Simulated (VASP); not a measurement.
# LuCd3O2: relaxation of cell and atoms with PBE

Crystal: LuCd3O2.

```
Lu Cd O
1.0
     5.78036    0.00000    0.00000
    -2.89018    5.00594    0.00000
     0.00000    0.00000    3.82590
Lu Cd O
1 3 2
Direct
  0.00000 0.00000 0.00000
  0.50000 0.00000 0.50000
  0.00000 0.50000 0.50000
  0.50000 0.50000 0.50000
  0.66667 0.33333 0.00000
  0.33333 0.66667 0.00000
```

The cell was generated, and may not be a known phase.

| Item | Value |
| --- | --- |
| Program | VASP 6.6.1 |
| Task | relaxation of cell and atoms |
| Functional | PBE |
| Potentials or basis | VASP PAW PBE potentials, release 64 (Lu, Cd, O) |
| Cutoff | 600 eV |
| k mesh | 6 × 6 × 10 |
| Occupations | gaussian, width 0.1 eV |
| Spin | no spin polarisation |
| Dipole correction | no |
| Further INCAR settings | ALGO = Normal; EDIFF = 1e-06; IBRION = 2; EDIFFG = -0.01; NSW = 100; ISIF = 3 |

| Quantity | Value |
| --- | --- |
| Relaxed volume | 17.86 Å³/atom |
| Relaxed cell | a = 5.888 Å, b = 5.888 Å, c = 3.570 Å, α = 90.00°, β = 90.00°, γ = 120.00° |
| Space group after relaxing (to 0.1 Å) | P6/mmm (No. 191) |
| Energy gained by relaxing | 20.0 meV/atom |
| Ionic steps | 9 |
| Pressure after relaxing | -0.1 GPa |
| Band gap on the k mesh | zero (an odd number of electrons rules out a gap without spin polarisation) |

Step by step:
```csv
step,energy change (eV),largest force (eV/Å),pressure (GPa),volume (Å³)
1,0.0000,0.0000,-3.59,110.71
2,-0.0725,0.0000,1.66,104.20
3,-0.0767,0.0000,0.55,105.37
4,-0.0918,0.0000,0.47,105.66
5,-0.1177,0.0000,0.39,106.45
6,-0.1191,0.0000,0.36,106.69
7,-0.1192,0.0000,0.34,106.67
8,-0.1191,0.0000,-0.46,107.68
9,-0.1198,0.0000,-0.08,107.19
```

Final structure:
```cif
data_structure
_symmetry_space_group_name_H-M 'P 1'
_symmetry_Int_Tables_number 1
_cell_length_a 5.8880
_cell_length_b 5.8880
_cell_length_c 3.5700
_cell_angle_alpha 90.000
_cell_angle_beta 90.000
_cell_angle_gamma 120.000
_cell_volume 107.19
loop_
_atom_site_label
_atom_site_type_symbol
_atom_site_fract_x
_atom_site_fract_y
_atom_site_fract_z
_atom_site_occupancy
Lu1 Lu 0.00000 0.00000 0.00000 1
Cd1 Cd 0.50000 0.00000 0.50000 1
Cd2 Cd 0.00000 0.50000 0.50000 1
Cd3 Cd 0.50000 0.50000 0.50000 1
O1 O 0.66667 0.33333 0.00000 1
O2 O 0.33333 0.66667 0.00000 1
```

Levels at points of the mesh, in eV from the Fermi level:
```tsv
k point	band 35	band 36	band 37	band 38	band 39	band 40
(0.00, 0.00, 0.00)	-1.67	0.45	0.94	0.94	1.90	1.90
(0.50, 0.00, 0.00)	-1.74	-1.64	-0.92	1.54	1.60	1.74
(0.00, 0.00, 0.50)	-0.94	-0.94	-0.65	0.62	1.91	1.91
(0.50, 0.00, 0.50)	-1.26	-1.13	0.12	1.57	2.11	2.75
```

It took 14 min on 1 thread of Intel(R) Xeon(R) 6975P-C (Granite Rapids) (shared host), peak memory 0.46 GiB.

Caveat: spin-orbit coupling is left out, which moves the levels of the heavy elements.
